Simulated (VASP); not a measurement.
A run of VASP 6.6.1:

File INCAR:

```
PREC     = Accurate       # precision mode
ENCUT    = 520            # plane-wave cutoff, eV
EDIFF    = 1E-6           # SCF threshold, eV
ISMEAR   = 0              # smearing method
SIGMA    = 0.1            # smearing width, eV
LREAL    = False          # projectors in reciprocal space
LASPH    = True           # aspherical terms in the spheres
NELM     = 60             # most SCF steps
ALGO     = Normal         # electronic algorithm
ISIF     = 2              # what is computed and relaxed
LWAVE    = False          # write WAVECAR
LCHARG   = False          # write CHGCAR
LDIPOL   = True         
IDIPOL   = 3            
DIPOL    = 0.5 0.5 0.339
GGA      = PE             # functional
NBANDS   = 84             # bands
```

Contents of KPOINTS:

```
regular mesh
0
Gamma
  5 6 1
```

File POSCAR:

```
Ti12H
1.0
    5.8763264169      0.0000000000      0.0000000000
    0.0000000000      4.6504654180      0.0000000000
    0.0000000000      0.0000000000     21.2842241737
Ti H
12 1
Direct
    0.0000000000      0.7500000000      0.1879326194
    0.5000000000      0.7500000000      0.1879326194
    0.2500000000      0.2500000000      0.2277825407
    0.7500000000      0.2500000000      0.2277825407
    0.2500000000      0.7500000000      0.3074823835
    0.7500000000      0.7500000000      0.3074823835
    0.0000000000      0.2500000000      0.3461291986
    0.5000000000      0.2500000000      0.3461291986
    0.0000000000      0.7500000000      0.4220680061
    0.5000000000      0.7500000000      0.4220680061
    0.2500000000      0.2500000000      0.4596937193
    0.7500000000      0.2500000000      0.4596937193
    0.4166666667      0.5833333333      0.4991376383
```

Potentials or basis: VASP PAW PBE potentials, release 64 (Ti_sv, H).

The run is started by

```console
$ cat potpaw_PBE.64/Ti_sv/POTCAR potpaw_PBE.64/H/POTCAR > POTCAR
$ mpirun -np 1 vasp_std > vasp.out
```

Hardware: 1 thread of Intel(R) Xeon(R) Platinum 8488C (Sapphire Rapids), with other jobs on the host.

Task: How long does it take, and how much memory?

Result: It took 41 min on 1 thread of Intel(R) Xeon(R) Platinum 8488C (Sapphire Rapids) (shared host), peak memory 0.91 GiB. Counts: scf iterations 42, k points 16.
